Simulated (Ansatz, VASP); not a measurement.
One calculation of GeCN2, two programs

The input POSCAR:

```
GeCN2
1.0
    1.7571721281      1.0145038012      4.8214809130
   -1.7571721281      1.0145038012      4.8214809130
    0.0000000000     -2.0290076023      4.8214809130
Ge N C
1 2 1
Direct
    0.0000000000      0.0000000000      0.0000000000
    0.5839044000      0.5839044000      0.5839044000
    0.4160956000      0.4160956000      0.4160956000
    0.5000000000      0.5000000000      0.5000000000
```

File INCAR.step1:

```
ALGO     = Normal         # electronic algorithm
EDIFF    = 1E-4           # SCF threshold, eV
ENCUT    = 520            # plane-wave cutoff, eV
GGA      = PE             # functional
ISMEAR   = -1             # smearing method
LASPH    = True           # aspherical terms in the spheres
LCHARG   = False          # write CHGCAR
LREAL    = False          # projectors in reciprocal space
LWAVE    = True           # write WAVECAR
NBANDS   = 22             # bands
NELM     = 80             # most SCF steps
PREC     = Accurate       # precision mode
SIGMA    = 0.05           # smearing width, eV
```

The input INCAR.step2:

```
ALGO     = Normal         # electronic algorithm
EDIFF    = 1E-7           # SCF threshold, eV
ENCUT    = 520            # plane-wave cutoff, eV
ISIF     = 2              # what is computed and relaxed
ISMEAR   = -1             # smearing method
ISTART   = 1            
LASPH    = True           # aspherical terms in the spheres
LCHARG   = True           # write CHGCAR
LELF     = True           # ELF
LMIXTAU  = True         
LREAL    = False          # projectors in reciprocal space
LVHAR    = True         
LWAVE    = False          # write WAVECAR
METAGGA  = R2SCAN         # meta-GGA
NBANDS   = 22             # bands
NELM     = 80             # most SCF steps
PREC     = Accurate       # precision mode
SIGMA    = 0.05           # smearing width, eV
```

KPOINTS

```
k-points
0
Gamma
  9 9 9
```

The input input.yaml:

```yaml
crystal:
  lattice:
    - [1.7571721281, 1.0145038012, 4.821480913]
    - [-1.7571721281, 1.0145038012, 4.821480913]
    - [0.0, -2.0290076023, 4.821480913]
  atoms:
    - { symbol: Ge, position: [0.0, 0.0, 0.0] }
    - { symbol: "N", position: [0.5839044, 0.5839044, 0.5839044] }
    - { symbol: "N", position: [0.4160956, 0.4160956, 0.4160956] }
    - { symbol: C, position: [0.5, 0.5, 0.5] }
hamiltonian:
  xc: r2scan
  pseudopotentials: { kind: paw }
kpoints:
  mp_grid: { grid: [9, 9, 9] }
scf:
  occupations: { method: fermi_dirac, width: 0.05 }
output:
  forces: true
  stress: true
  eigenvalues: true
```

Alike in both runs: task single point; functional r2SCAN; k mesh 9 × 9 × 9; occupations fermi-dirac, width 0.05 eV; no spin polarisation.

```csv
,VASP,Ansatz
version,VASP 6.6.1,Ansatz 0.2.0
potentials or method,"VASP PAW PBE potentials, release 64 (Ge_d, N, C)",Ansatz PAW
plane-wave cutoff (eV),520,500
valence electrons in the cell,28,28
```

Ansatz gave:

- gap on the k mesh at the Fermi level (eV): 1.04
- least direct gap on the mesh (eV): 1.86
- pressure (GPa): 5.7
- traceless stress, the component that is largest in VASP (GPa): 8.06
- rms of the force components (eV/Å): 0.560

**Question.** Which values does VASP return?

**Answer.** gap on the k mesh at the Fermi level (eV): 1.05; least direct gap on the mesh (eV): 1.85; pressure (GPa): 6.0; traceless stress, the component that is largest in VASP (GPa): 9.46; rms of the force components (eV/Å): 0.670.

VASP's potentials were made for PBE, not for r2SCAN. Atom by atom the forces differ by 0.110 eV/Å (rms over components).

Noted on VASP's run: the standard files for N, O and F lose accuracy on very short bonds. Noted on Ansatz's run: odd divisions of the mesh miss points on the zone boundary, where band edges often lie, so the gap on the mesh can be too wide.
